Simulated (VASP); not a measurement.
Set up this calculation in VASP 6.6.1, as the native input.

```yaml
Task: relaxation of cell and atoms
Functional: PBE
Potentials_or_basis: VASP PAW PBE potentials, release 64 (Te)
Cutoff: 600 eV
k_mesh: 9 × 9 × 6
Occupations: gaussian, width 0.02 eV
Spin: no spin polarisation
Dipole_correction: no
Further_INCAR_settings: ALGO = Normal; EDIFF = 1e-06; IBRION = 2; EDIFFG = -0.005; NSW = 100; ISIF = 3
```

The structure of Te lies in POSCAR:

```
Te
1.0
    4.6013525159      0.0000000000      0.0000000000
   -2.3006762580      3.9848881706      0.0000000000
    0.0000000000      0.0000000000      5.9000620010
Te
3
Direct
    0.2566971700      0.0000000000      0.3333333300
    0.0000000000      0.2566971700      0.6666666700
    0.7433028300      0.7433028300      0.0000000000
```

These files were run (other wordings do the same):

INCAR

```
SYSTEM = Te
PREC = Accurate ; ENCUT = 600
EDIFF = 1E-6 ; ISMEAR = 0
SIGMA = 0.02 ; LREAL = .FALSE.
LASPH = .TRUE. ; NELM = 80
ALGO = Normal ; ISIF = 3
LWAVE = .FALSE. ; LCHARG = .FALSE.
GGA = PE ; IBRION = 2
NSW = 100 ; EDIFFG = -0.005
```

KPOINTS

```
Automatic mesh
0
G
  9 9 6
  0 0 0
```

Potentials or basis: VASP PAW PBE potentials, release 64 (Te).

Run with:

```sh
$ cat potpaw_PBE.64/Te/POTCAR > POTCAR
$ mpirun -np 1 vasp_std > vasp.out
```

It gave:

* Relaxed volume: 35.03 Å³/atom
* Relaxed cell: a = 4.514 Å, b = 4.514 Å, c = 5.957 Å, α = 90.00°, β = 90.00°, γ = 120.00°
* Space group after relaxing (to 0.1 Å): P3_121 (No. 152)
* Energy gained by relaxing: 5.0 meV/atom
* Ionic steps: 11
* Pressure after relaxing: 0.0 GPa
* Largest force after relaxing: 0.003 eV/Å
* Band gap on the k mesh: 0.21 eV

Caveat: spin-orbit coupling is left out, which moves the levels of the heavy elements.

Run time: 12 min on 1 thread of Oxide Virtual Turin-like Processor, on a shared host, peak memory 0.29 GiB.
